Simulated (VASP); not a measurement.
# Au (P6_3/mmc) in VASP: a series of runs

Runs on Au. Level: PBEsol. Tasks: electric field gradients, density of states.

Everything below comes from runs of VASP 6.6.1. Logs are shortened: lines on timing, memory, paths and dates and some standing lists are left out, and cuts for length are marked.

### 1 The cell of the first run

Symmetry: P6_3/mmc, No. 194, hexagonal system. Conventional cell: a = 2.957 Å, b = 2.957 Å, c = 4.976 Å, α = 90.00°, β = 90.00°, γ = 120.00°. Within 3.9 Å of Au (site symmetry -6m2) lie 12 Au at 2.96 to 3.02 Å.

### 2 Electric field gradients, PBEsol (volume scaled by 1.06)

INCAR

```
SYSTEM = Au
PREC = Accurate
ENCUT = 520
EDIFF = 1E-8
ISMEAR = -1
SIGMA = 0.03
LREAL = .False.
LASPH = .True.
NELM = 60
ALGO = Normal
ISIF = 2
LWAVE = .False.
LCHARG = .False.
GGA = PS
LEFG = .True.
NBANDS = 18
```

KPOINTS

```
regular mesh
0
Gamma
  14 14 8
  0 0 0
```

POSCAR

```
Au
1.0
    2.9568755643      0.0000000000      0.0000000000
   -1.4784377821      2.5607293545      0.0000000000
    0.0000000000      0.0000000000      4.9757105734
Au
2
Direct
    0.3333333333      0.6666666667      0.7500000000
    0.6666666667      0.3333333333      0.2500000000
```

Potentials or basis: VASP PAW PBE potentials, release 64 (Au).

Started as:

```sh
$ cat potpaw_PBE.64/Au/POTCAR > POTCAR
$ mpirun -np 1 vasp_std > vasp.out
```

OUTCAR:

```text
SYSTEM = Au
   PREC = Accurate
   ENCUT = 520
   EDIFF = 1E-8
   ISMEAR = -1
   LREAL = .False.
   LASPH = .True.
   NELM = 60
   ISIF = 2
   GGA = PS

 ion  position               nearest neighbor table
   1  0.333  0.667  0.750-   2 3.02   2 3.02   2 3.02   2 3.02   2 3.02   2 3.02
   2  0.667  0.333  0.250-   1 3.02   1 3.02   1 3.02   1 3.02   1 3.02   1 3.02

  LATTYP: Found a hexagonal cell.
 ALAT       =     2.9568755643
 C/A-ratio  =     1.6827595430

  Lattice vectors:

 A1 = (   2.9568755643,   0.0000000000,   0.0000000000)
 A2 = (  -1.4784377821,   2.5607293545,   0.0000000000)
 A3 = (   0.0000000000,   0.0000000000,   4.9757105734)

Analysis of symmetry for initial positions (statically):
=====================================================================
 Subroutine PRICEL returns:
 Original cell was already a primitive cell.

 Routine SETGRP: Setting up the symmetry group for a
 hexagonal supercell.

 Subroutine GETGRP returns: Found 24 space group operations
 (whereof 12 operations were pure point group operations)
 out of a pool of 24 trial point group operations.

The static configuration has the point symmetry D_3d.
 The point group associated with its full space group is D_6h.

Analysis of symmetry for dynamics (positions and initial velocities):
=====================================================================
 Subroutine PRICEL returns:
 Original cell was already a primitive cell.

 Routine SETGRP: Setting up the symmetry group for a
 hexagonal supercell.

 Subroutine GETGRP returns: Found 24 space group operations
 (whereof 12 operations were pure point group operations)
 out of a pool of 24 trial point group operations.

The dynamic configuration has the point symmetry D_3d.
 The point group associated with its full space group is D_6h.

 Subroutine INISYM returns: Found 24 space group operations
 (whereof 12 operations are pure point group operations),
 and found     1 'primitive' translations

----------------------------------------------------------------------------------------

                                     Primitive cell

  volume of cell :      37.6749

  direct lattice vectors                    reciprocal lattice vectors
     2.956875564  0.000000000  0.000000000     0.338194820  0.195256871  0.000000000
    -1.478437782  2.560729354  0.000000000     0.000000000  0.390513741  0.000000000
     0.000000000  0.000000000  4.975710573     0.000000000  0.000000000  0.200976320

  length of vectors
     2.956875564  2.956875564  4.975710573     0.390513741  0.390513741  0.200976320

  position of ions in fractional coordinates (direct lattice)
     0.333333333  0.666666667  0.750000000
     0.666666667  0.333333333  0.250000000

  ion indices of the primitive-cell ions
   primitive index   ion index
                 1           1
                 2           2

----------------------------------------------------------------------------------------

 KPOINTS: regular mesh

Automatic generation of k-mesh.
 Grid dimensions read from file:
 generate k-points for:   14   14    8

 Generating k-lattice:

  Cartesian coordinates                     Fractional coordinates (reciprocal lattice)
     0.024156773  0.013946919  0.000000000     0.071428571  0.000000000  0.000000000
     0.000000000  0.027893839  0.000000000     0.000000000  0.071428571  0.000000000
     0.000000000  0.000000000  0.025122040     0.000000000  0.000000000  0.125000000

  Length of vectors
     0.027893839  0.027893839  0.025122040

  Shift w.r.t. Gamma in fractional coordinates (k-lattice)
     0.000000000  0.000000000  0.000000000

 Subroutine IBZKPT returns following result:
 ===========================================

 Found    120 irreducible k-points:

 Following reciprocal coordinates:
            Coordinates               Weight
  0.000000  0.000000  0.000000      1.000000
  0.071429  0.000000  0.000000      6.000000
  0.142857 -0.000000  0.000000      6.000000
  0.214286 -0.000000  0.000000      6.000000
  0.285714  0.000000  0.000000      6.000000
  0.357143 -0.000000  0.000000      6.000000
[... 16 lines left out ...]
  0.285714  0.285714  0.000000      6.000000
  0.357143  0.285714  0.000000      6.000000
 [... further k-points ...]
   k-points           NKPTS =    120   k-points in BZ     NKDIM =    120   number of bands    NBANDS=     18
   number of dos      NEDOS =    301   number of ions     NIONS =      2
   total plane-waves  NPLWV =  23040
   dimension x,y,z NGX =    24 NGY =   24 NGZ =   40
   dimension x,y,z NGXF=    48 NGYF=   48 NGZF=   80
   ions per type =               2
   NGX,Y,Z   is equivalent  to a cutoff of  13.49, 13.49, 13.36 a.u.
   NGXF,Y,Z  is equivalent  to a cutoff of  26.99, 26.99, 26.73 a.u.
 SYSTEM =  Au
   PREC   = accura    normal or accurate (medium, high low for compatibility)
   ISTART =      0    job   : 0-new  1-cont  2-samecut
   ICHARG =      2    charge: 1-file 2-atom 10-const
   ISPIN  =      1    spin polarized calculation?
   LNONCOLLINEAR =      F non collinear calculations
   LSORBIT =      F    spin-orbit coupling
   LASPH  =      T    aspherical Exc in radial PAW
   ENCUT  =  520.0 eV  38.22 Ry    6.18 a.u.   5.50  5.50  9.25*2*pi/ulx,y,z
   NELM   =     60;   NELMIN=  2; NELMDL= -5     # of ELM steps
   EDIFF  = 0.1E-07   stopping-criterion for ELM
   LREAL  =      F    real-space projection
   EDIFFG = 0.1E-06   stopping-criterion for IOM
   NSW    =      0    number of steps for IOM
   IBRION =     -1    ionic relax: 0-MD 1-quasi-New 2-CG
   NFREE  =      0    steps in history (QN), initial steepest desc. (CG)
   ISIF   =      2    stress and relaxation
   ISYM   =      2    0-nonsym 1-usesym 2-fastsym
   POTIM  = 0.5000    time-step for ionic-motion
   TEBEG  =    0.0;   TEEND  =   0.0 temperature during run
   PSTRESS=    0.0 pullay stress
   NELECT =      22.0000    total number of electrons
   NUPDOWN=      -1.0000    fix difference up-down
   EMIN   =  10.00;   EMAX   =-10.00  energy-range for DOS
   EFERMI =   0.00;   METHOD = LEGACY
   ISMEAR =    -1;   SIGMA  =   0.03  broadening in eV -4-tet -1-fermi 0-gaus
   EFERMI_NEDOS =   21; number of points for ismear=-14 and -15
   IALGO  =     38    algorithm
   IMIX   =      4    mixing-type and parameters
     AMIX     =   0.40;   BMIX     =  1.00
     AMIX_MAG =   1.60;   BMIX_MAG =  1.00
  volume/ion in A,a.u.               =      18.84       127.12
  Fermi-wavevector in a.u.,A,eV,Ry     =   1.368354  2.585814 25.475446  1.872392
  Thomas-Fermi vector in A             =   2.494325
   LORBIT       =      0    0 simple, 1 ext, 2 COOP (PROOUT), +10 PAW based schemes
   GGA     = PS    functional components
   LHFCALC =     F    Hartree Fock is set to
   AEXX    =    0.0000 exact exchange contribution
   IVDW    =     0    specifies the selected vdW correction
   LEPSILON=     F    determine dielectric tensor
   LRPA    =     F    only Hartree local field effects (RPA)
 non-spin polarized calculation
  energy-cutoff  :      520.00
  volume of cell :       37.67
 maximum number of plane-waves:      1051
 NGX is ok and might be reduce to    24
   NGX = 11   NGY = 11   NGZ = 19

 number of electron      21.9999997 magnetization

 Free energy of the ion-electron system (eV)
  ---------------------------------------------------
  ext. energy  EPLUGINS =         0.00000000
  ---------------------------------------------------
  free energy    TOTEN  =        -7.65990144 eV

  energy without entropy =       -7.65617876  energy(sigma->0) =       -7.65804010

 E-fermi :   7.6596     XC(G=0): -12.2968

 val. band max:        7.6501163009   @ k =   0.2857   0.2143   0.2500
 cond. band min:       7.6847785572   @ k =   0.2143   0.0714   0.2500
 fundamental gap:      0.0346622562
 Fermi energy:         7.6596068215

 k-point     1 :       0.0000    0.0000    0.0000
  band No.  band energies     occupation
      1      -1.2097      2.00000
      2       1.1360      2.00000
      3       3.3621      2.00000
      4       3.6146      2.00000
      5       3.6146      2.00000
      6       3.8728      2.00000
[... 10 lines left out ...]
     17      25.1774      0.00000
     18      25.1774      0.00000

 k-point     2 :       0.0714    0.0000    0.0000
  band No.  band energies     occupation
      1      -1.0611      2.00000
      2       1.2573      2.00000
      3       3.3190      2.00000
      4       3.6493      2.00000
      5       3.7079      2.00000
      6       3.8255      2.00000
[... 10 lines left out ...]
     17      24.3715      0.00000
     18      25.0251      0.00000

 k-point     3 :       0.1429   -0.0000    0.0000
  band No.  band energies     occupation
      1      -0.6305      2.00000
      2       1.5806      2.00000
      3       3.1891      2.00000
      4       3.6456      2.00000
      5       3.8655      2.00000
      6       3.9784      2.00000
[... 10 lines left out ...]
     17      23.9501      0.00000
     18      25.1350      0.00000

 k-point     4 :       0.2143   -0.0000    0.0000
  band No.  band energies     occupation
      1       0.0256      2.00000
      2       1.9309      2.00000
      3       3.1261      2.00000
      4       3.3938      2.00000
      5       3.5012      2.00000
      6       4.1048      2.00000
[... 10 lines left out ...]
     17      23.8698      0.00000
     18      24.4022      0.00000

 k-point     5 :       0.2857    0.0000    0.0000
  band No.  band energies     occupation
      1       0.7669      2.00000
      2       2.0007      2.00000
      3       2.8621      2.00000
      4       3.3385      2.00000
      5       3.5047      2.00000
      6       3.9256      2.00000
[... 10 lines left out ...]
     17      21.9124      0.00000
     18      23.8911      0.00000

 k-point     6 :       0.3571   -0.0000    0.0000
  band No.  band energies     occupation
      1       1.3324      2.00000
      2       1.8625      2.00000
      3       2.4661      2.00000
      4       3.5787      2.00000
      5       3.7776      2.00000
      6       3.8946      2.00000
[... 307 lines left out ...]
 k-point    21 :       0.2857    0.2143    0.0000
  band No.  band energies     occupation
      1       2.2212      2.00000
      2       2.3564      2.00000
      3       2.4988      2.00000
      4       3.1274      2.00000
      5       3.4126      2.00000
      6       3.8828      2.00000
[... 10 lines left out ...]
     17      20.2044      0.00000
     18      20.6292      0.00000

 k-point    22 :       0.3571    0.2143    0.0000
  band No.  band energies     occupation
      1       2.2599      2.00000
      2       2.3349      2.00000
      3       2.3928      2.00000
      4       3.4532      2.00000
      5       3.5135      2.00000
      6       3.7058      2.00000
[... 10 lines left out ...]
     17      18.9986      0.00000
     18      20.1070      0.00000

 k-point    23 :       0.2857    0.2857    0.0000
  band No.  band energies     occupation
      1       2.2925      2.00000
      2       2.4916      2.00000
      3       2.7345      2.00000
      4       3.1484      2.00000
      5       3.4070      2.00000
      6       3.7003      2.00000
[... 10 lines left out ...]
     17      18.6149      0.00000
     18      19.2082      0.00000

 k-point    24 :       0.3571    0.2857    0.0000
  band No.  band energies     occupation
      1       2.2721      2.00000
      2       2.6328      2.00000
      3       2.6843      2.00000
      4       3.2607      2.00000
      5       3.4624      2.00000
      6       3.5760      2.00000
[... 10 lines left out ...]
     17      18.0430      0.00000
     18      18.3051      0.00000

 [... further k-points ...]
[... 5 lines left out ...]
  --------------------------------------------------------------------------------------
  -------------------------------------------------------------------------------------
  Total       -3.0789963     -3.0789963     -2.9908990     -0.0000000      0.0000000      0.0000000
  in kB     -130.9386643   -130.9386643   -127.1922020     -0.0000000      0.0000000      0.0000000
  external PRESSURE =    -129.6898435 kB  Pullay stress =       0.0000000 kB

 VOLUME and BASIS-vectors are now :
 -----------------------------------------------------------------------------
  energy-cutoff  :      520.00
  volume of cell :       37.67
      direct lattice vectors                 reciprocal lattice vectors
     2.956875564  0.000000000  0.000000000     0.338194820  0.195256871  0.000000000
    -1.478437782  2.560729354  0.000000000     0.000000000  0.390513741  0.000000000
     0.000000000  0.000000000  4.975710573     0.000000000  0.000000000  0.200976320

 POSITION                                       TOTAL-FORCE (eV/Angst)
 -----------------------------------------------------------------------------------
     -0.00000      1.70715      3.73178         0.000000      0.000000      0.000000
      1.47844      0.85358      1.24393        -0.000000     -0.000000      0.000000
 -----------------------------------------------------------------------------------
    total drift:                               -0.000000      0.000000     -0.000000

  FREE ENERGIE OF THE ION-ELECTRON SYSTEM (eV)
  ---------------------------------------------------
  free  energy   TOTEN  =        -7.6599014357 eV

  energy  without entropy=       -7.6561787555  energy(sigma->0) =       -7.65804010

 Electric field gradients (V/A^2)
---------------------------------------------------------------------
 ion       V_xx      V_yy      V_zz      V_xy      V_xz      V_yz
---------------------------------------------------------------------
   1      -8.861    -8.861    17.722     0.000     0.000    -0.000
   2      -8.861    -8.861    17.722     0.000    -0.000     0.000
---------------------------------------------------------------------

 Electric field gradients after diagonalization (V/A^2)
 (convention: |V_zz| > |V_xx| > |V_yy|)
----------------------------------------------------------------------
 ion       V_xx      V_yy      V_zz     asymmetry (V_yy - V_xx)/ V_zz
----------------------------------------------------------------------
   1      -8.861    -8.861    17.722       0.000
   2      -8.861    -8.861    17.722       0.000
----------------------------------------------------------------------

           NMR quadrupolar parameters

 Cq : quadrupolar parameter    Cq=e*Q*V_zz/h
 eta: asymmetry parameters     (V_yy - V_xx)/ V_zz
 Q  : nuclear electric quadrupole moment in mb (millibarn)
----------------------------------------------------------------------
 ion       Cq(MHz)       eta       Q (mb)
----------------------------------------------------------------------
   1       0.043       0.000       1.000
   2       0.043       0.000       1.000
----------------------------------------------------------------------
```

Wall time 37 s (1 thread of Intel Xeon Platinum 8375C at 2.90GHz (Ice Lake), shared host); peak memory 0.21 GiB.

What came out:

- Free energy: -7.6599 eV
- Pressure: -13.0 GPa
- Band gap on the k mesh: zero (band 11 reaches 11.21 eV, above the bottom of band 12 at 5.24 eV)

Electric field gradients, principal values (V/Å²):
```
atom   least  middle  greatest (by size)
1 Au  -8.861  -8.861              17.722
2 Au  -8.861  -8.861              17.722
```

Caveat: without QUAD_EFG the Cq values of the log hold for a quadrupole moment of 1 mb, not for the nuclei; the PAW data sets were made with another functional, which shifts forces and pressure a little; spin-orbit coupling is left out, which moves the levels of the heavy elements.

[end of part 1 of 3]
